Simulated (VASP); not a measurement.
# SnO in VASP: a series of runs

SnO is run at these levels: PBE+D3(BJ); tasks: single point.

Everything below comes from runs of VASP 6.6.1. Logs are shortened: lines on timing, memory, paths and dates and some standing lists are left out, and cuts for length are marked.

## Step 1: The cell of the first run

The cell holds a slab with vacuum, 8 atoms: a = 3.820 Å, b = 3.820 Å, c = 22.226 Å, α = 90.00°, β = 90.00°, γ = 90.00°.

## Step 2: Single point, PBE+D3(BJ) (layers slid over each other)

Contents of INCAR:

```
  PREC = Accurate
  ENCUT = 520
  EDIFF = 1E-7
  ISMEAR = 0
  SIGMA = 0.05
  LREAL = False
  LASPH = True
  NELM = 100
  ALGO = Normal
  ISIF = 2
  LWAVE = False
  LCHARG = False
  LDIPOL = True
  IDIPOL = 3
  DIPOL = 0.5 0.5 0.404
  GGA = PE
  IVDW = 12
  NBANDS = 50
```

Contents of KPOINTS:

```
regular mesh
0
Gamma
  7 7 1
```

Contents of POSCAR:

```
SnO
1.0
    3.8201629585      0.0000000000      0.0000000000
    0.0000000000      3.8201629585      0.0000000000
    0.0000000000      0.0000000000     22.2260830948
Sn O
4 4
Direct
    0.7500000000      0.2500000000      0.2024648239
    0.2500000000      0.7500000000      0.3087832219
    0.3750000000      1.1250000000      0.5000000000
    0.8750000000      0.6250000000      0.6063183980
    0.2500000000      0.2500000000      0.2556240229
    0.7500000000      0.7500000000      0.2556240229
    0.8750000000      1.1250000000      0.5531591990
    0.3750000000      0.6250000000      0.5531591990
```

Potentials or basis: VASP PAW PBE potentials, release 64 (Sn_d, O).

Command:

```console
$ cat potpaw_PBE.64/Sn_d/POTCAR potpaw_PBE.64/O/POTCAR > POTCAR
$ mpirun -np 1 vasp_std > vasp.out
```

OUTCAR:

```text
PREC = Accurate
   ENCUT = 520
   EDIFF = 1E-7
   ISMEAR = 0
   LREAL = False
   LASPH = True
   NELM = 100
   ISIF = 2
   GGA = PE
   IVDW = 12
 IVDW          = 12

 ion  position               nearest neighbor table
   1  0.750  0.250  0.202-   5 2.25   6 2.25   6 2.25   5 2.25   2 3.59   2 3.59   2 3.59   2 3.59

   2  0.250  0.750  0.309-   5 2.25   6 2.25   5 2.25   6 2.25   1 3.59   1 3.59   1 3.59   1 3.59

   3  0.375  0.125  0.500-   7 2.25   8 2.25   8 2.25   7 2.25   4 3.59   4 3.59   4 3.59   4 3.59

   4  0.875  0.625  0.606-   7 2.25   8 2.25   7 2.25   8 2.25   3 3.59   3 3.59   3 3.59   3 3.59

   5  0.250  0.250  0.256-   1 2.25   2 2.25   2 2.25   1 2.25
   6  0.750  0.750  0.256-   1 2.25   2 2.25   1 2.25   2 2.25
   7  0.875  0.125  0.553-   3 2.25   4 2.25   4 2.25   3 2.25
   8  0.375  0.625  0.553-   3 2.25   4 2.25   3 2.25   4 2.25

  LATTYP: Found a simple tetragonal cell.
 ALAT       =     3.8201629585
 C/A-ratio  =     5.8180981639

  Lattice vectors:

 A1 = (   3.8201629585,   0.0000000000,   0.0000000000)
 A2 = (   0.0000000000,   3.8201629585,   0.0000000000)
 A3 = (   0.0000000000,   0.0000000000,  22.2260830948)

Analysis of symmetry for initial positions (statically):
=====================================================================
 Subroutine PRICEL returns:
 Original cell was already a primitive cell.

 Routine SETGRP: Setting up the symmetry group for a
 simple tetragonal supercell.

 Subroutine GETGRP returns: Found  2 space group operations
 (whereof  1 operations were pure point group operations)
 out of a pool of 16 trial point group operations.

The static configuration has the point symmetry C_1 .
 The point group associated with its full space group is S_2 .

Analysis of symmetry for dynamics (positions and initial velocities):
=====================================================================
 Subroutine PRICEL returns:
 Original cell was already a primitive cell.

 Routine SETGRP: Setting up the symmetry group for a
 simple tetragonal supercell.

 Subroutine GETGRP returns: Found  2 space group operations
 (whereof  1 operations were pure point group operations)
 out of a pool of 16 trial point group operations.

The dynamic configuration has the point symmetry C_1 .
 The point group associated with its full space group is S_2 .

 Subroutine INISYM returns: Found  2 space group operations
 (whereof  1 operations are pure point group operations),
 and found     1 'primitive' translations

----------------------------------------------------------------------------------------

                                     Primitive cell

  volume of cell :     324.3596

  direct lattice vectors                    reciprocal lattice vectors
     3.820162959  0.000000000  0.000000000     0.261768938  0.000000000  0.000000000
     0.000000000  3.820162959  0.000000000     0.000000000  0.261768938  0.000000000
     0.000000000  0.000000000 22.226083095     0.000000000  0.000000000  0.044992183

  length of vectors
     3.820162959  3.820162959 22.226083095     0.261768938  0.261768938  0.044992183

  position of ions in fractional coordinates (direct lattice)
     0.750000000  0.250000000  0.202464824
     0.250000000  0.750000000  0.308783222
     0.375000000  0.125000000  0.500000000
     0.875000000  0.625000000  0.606318398
     0.250000000  0.250000000  0.255624023
     0.750000000  0.750000000  0.255624023
     0.875000000  0.125000000  0.553159199
     0.375000000  0.625000000  0.553159199

  ion indices of the primitive-cell ions
   primitive index   ion index
                 1           1
                 2           2
                 3           3
                 4           4
                 5           5
                 6           6
                 7           7
                 8           8

----------------------------------------------------------------------------------------

 KPOINTS: regular mesh

Automatic generation of k-mesh.
 Grid dimensions read from file:
 generate k-points for:    7    7    1

 Generating k-lattice:

  Cartesian coordinates                     Fractional coordinates (reciprocal lattice)
     0.037395563  0.000000000  0.000000000     0.142857143  0.000000000  0.000000000
     0.000000000  0.037395563  0.000000000     0.000000000  0.142857143  0.000000000
     0.000000000  0.000000000  0.044992183     0.000000000  0.000000000  1.000000000

  Length of vectors
     0.037395563  0.037395563  0.044992183

  Shift w.r.t. Gamma in fractional coordinates (k-lattice)
     0.000000000  0.000000000  0.000000000

 Subroutine IBZKPT returns following result:
 ===========================================

 Found     25 irreducible k-points:

 Following reciprocal coordinates:
            Coordinates               Weight
  0.000000  0.000000  0.000000      1.000000
  0.142857  0.000000  0.000000      2.000000
  0.000000  0.142857  0.000000      2.000000
  0.285714  0.000000  0.000000      2.000000
  0.000000  0.285714  0.000000      2.000000
  0.428571  0.000000  0.000000      2.000000
[... 16 lines left out ...]
  0.285714  0.428571  0.000000      2.000000
  0.428571  0.428571  0.000000      2.000000
   k-points           NKPTS =     25   k-points in BZ     NKDIM =     25   number of bands    NBANDS=     50
   number of dos      NEDOS =    301   number of ions     NIONS =      8
   total plane-waves  NPLWV = 131712
   dimension x,y,z NGX =    28 NGY =   28 NGZ =  168
   dimension x,y,z NGXF=    56 NGYF=   56 NGZF=  336
   ions per type =               4   4
   NGX,Y,Z   is equivalent  to a cutoff of  12.19, 12.19, 12.57 a.u.
   NGXF,Y,Z  is equivalent  to a cutoff of  24.37, 24.37, 25.13 a.u.
 SYSTEM =  unknown system
   PREC   = accura    normal or accurate (medium, high low for compatibility)
   ISTART =      0    job   : 0-new  1-cont  2-samecut
   ICHARG =      2    charge: 1-file 2-atom 10-const
   ISPIN  =      1    spin polarized calculation?
   LNONCOLLINEAR =      F non collinear calculations
   LSORBIT =      F    spin-orbit coupling
   LASPH  =      T    aspherical Exc in radial PAW
   ENCUT  =  520.0 eV  38.22 Ry    6.18 a.u.   7.10  7.10 41.33*2*pi/ulx,y,z
   NELM   =    100;   NELMIN=  2; NELMDL= -5     # of ELM steps
   EDIFF  = 0.1E-06   stopping-criterion for ELM
   LREAL  =      F    real-space projection
   EDIFFG = 0.1E-05   stopping-criterion for IOM
   NSW    =      0    number of steps for IOM
   IBRION =     -1    ionic relax: 0-MD 1-quasi-New 2-CG
   NFREE  =      0    steps in history (QN), initial steepest desc. (CG)
   ISIF   =      2    stress and relaxation
   ISYM   =      2    0-nonsym 1-usesym 2-fastsym
   POTIM  = 0.5000    time-step for ionic-motion
   TEBEG  =    0.0;   TEEND  =   0.0 temperature during run
   PSTRESS=    0.0 pullay stress
   NELECT =      80.0000    total number of electrons
   NUPDOWN=      -1.0000    fix difference up-down
   EMIN   =  10.00;   EMAX   =-10.00  energy-range for DOS
   EFERMI =   0.00;   METHOD = LEGACY
   ISMEAR =     0;   SIGMA  =   0.05  broadening in eV -4-tet -1-fermi 0-gaus
   EFERMI_NEDOS =   21; number of points for ismear=-14 and -15
   IALGO  =     38    algorithm
   IMIX   =      4    mixing-type and parameters
     AMIX     =   0.40;   BMIX     =  1.00
     AMIX_MAG =   1.60;   BMIX_MAG =  1.00
  volume/ion in A,a.u.               =      40.54       273.61
  Fermi-wavevector in a.u.,A,eV,Ry     =   1.026666  1.940118 14.341132  1.054043
  Thomas-Fermi vector in A             =   2.160571
   LORBIT       =      0    0 simple, 1 ext, 2 COOP (PROOUT), +10 PAW based schemes
   GGA     = PE    functional components
   LHFCALC =     F    Hartree Fock is set to
   AEXX    =    0.0000 exact exchange contribution
   IVDW    =    12    specifies the selected vdW correction
   LEPSILON=     F    determine dielectric tensor
   LRPA    =     F    only Hartree local field effects (RPA)
 non-spin polarized calculation
 Gauss-broadening in eV      SIGMA  =   0.05
  energy-cutoff  :      520.00
  volume of cell :      324.36
 maximum number of plane-waves:      8769
   NGX = 15   NGY = 15   NGZ = 83

 dipolmoment           0.000000      0.000000      0.000038 electrons x Angstroem

 number of electron      79.9999970 magnetization

 dipolmoment           0.000000      0.000000     -0.000005 electrons x Angstroem

 Free energy of the ion-electron system (eV)
  ---------------------------------------------------
  ext. energy  EPLUGINS =         0.00000000
  ---------------------------------------------------
  free energy    TOTEN  =       -45.16998567 eV

  energy without entropy =      -45.16998567  energy(sigma->0) =      -45.16998567

 E-fermi :   0.0633     XC(G=0):  -5.3253

 val. band max:       -0.2208743698   @ k =  -0.1429   0.1429   0.0000
 cond. band min:       2.3226212253   @ k =   0.4286   0.0000   0.0000
 fundamental gap:      2.5434955951
 Fermi energy:         0.0632736906

 k-point     1 :       0.0000    0.0000    0.0000
  band No.  band energies     occupation
      1     -21.0537      2.00000
      2     -21.0537      2.00000
      3     -20.6931      2.00000
      4     -20.6931      2.00000
      5     -20.6555      2.00000
      6     -20.6552      2.00000
[... 42 lines left out ...]
     49       5.2008      0.00000
     50       5.2115      0.00000

 k-point     2 :       0.1429    0.0000    0.0000
  band No.  band energies     occupation
      1     -21.0448      2.00000
      2     -21.0448      2.00000
      3     -20.6937      2.00000
      4     -20.6937      2.00000
      5     -20.6570      2.00000
      6     -20.6567      2.00000
[... 1158 lines left out ...]
 k-point    24 :       0.4286    0.4286    0.0000
  band No.  band energies     occupation
      1     -20.9946      2.00000
      2     -20.9944      2.00000
      3     -20.9806      2.00000
      4     -20.9805      2.00000
      5     -20.6601      2.00000
      6     -20.6600      2.00000
[... 42 lines left out ...]
     49       6.1333      0.00000
     50       6.3759      0.00000

 [... further k-points ...]

------------------------ aborting loop because EDIFF is reached ----------------------------------------

 vacuum level on the upper side and lower side of the slab       (xc-potential included)        -0.143        -0.139

 Edisp (eV)   -1.23392

 E8    (eV) :    -0.5456

  FORCE on cell =-STRESS in cart. coord.  units (eV):
  Direction    XX          YY          ZZ          XY          YZ          ZX
  --------------------------------------------------------------------------------------
  -------------------------------------------------------------------------------------
  Total       0.16893     0.21828    -0.08656     0.01147     0.14569     0.09539
  in kB       0.83441     1.07820    -0.42755     0.05668     0.71965     0.47117
  external pressure =        0.50 kB  Pullay stress =        0.00 kB

 VOLUME and BASIS-vectors are now :
 -----------------------------------------------------------------------------
  energy-cutoff  :      520.00
  volume of cell :      324.36
      direct lattice vectors                 reciprocal lattice vectors
     3.820162959  0.000000000  0.000000000     0.261768938  0.000000000  0.000000000
     0.000000000  3.820162959  0.000000000     0.000000000  0.261768938  0.000000000
     0.000000000  0.000000000 22.226083095     0.000000000  0.000000000  0.044992183

 POSITION                                       TOTAL-FORCE (eV/Angst)
 -----------------------------------------------------------------------------------
      2.86512      0.95504      4.50000        -0.001814     -0.002766     -0.082307
      0.95504      2.86512      6.86304        -0.007539     -0.015085      0.136742
      1.43256      0.47752     11.11304         0.007539      0.015085     -0.136742
      3.34264      2.38760     13.47608         0.001814      0.002766      0.082307
      0.95504      0.95504      5.68152         0.003781     -0.014052      0.006454
      2.86512      2.86512      5.68152        -0.010769      0.005461      0.006851
      3.34264      0.47752     12.29456         0.010769     -0.005461     -0.006851
      1.43256      2.38760     12.29456        -0.003781      0.014052     -0.006454
 -----------------------------------------------------------------------------------
    total drift:                               -0.000000     -0.000000     -0.000278

  FREE ENERGIE OF THE ION-ELECTRON SYSTEM (eV)
  ---------------------------------------------------
  free  energy   TOTEN  =       -46.4039063944 eV

  energy  without entropy=      -46.4039063944  energy(sigma->0) =      -46.40390639

 vacuum level on the upper side and lower side of the slab         4.802         4.808
```

It took 19 min on 1 thread of AMD EPYC, shared host; peak memory 0.48 GiB.

What came out:

| Property | Result |
| --- | --- |
| Free energy | -46.4039 eV |
| Largest force | 0.138 eV/Å |
| Band gap on the k mesh | 2.54 eV (least direct gap 2.58 eV) |
| Dispersion energy per atom | -0.154 eV |

Forces on the atoms (eV/Å):
```
Sn  -0.002 -0.003 -0.082
Sn  -0.008 -0.015  0.137
Sn   0.008  0.015 -0.137
Sn   0.002  0.003  0.082
O    0.004 -0.014  0.006
O   -0.011  0.005  0.007
O    0.011 -0.005 -0.007
O   -0.004  0.014 -0.006
```

Caveat: the cell differs from its parent crystal (layers slid over each other); spin-orbit coupling is left out, which moves the levels of the heavy elements.

[end of part 1 of 2]
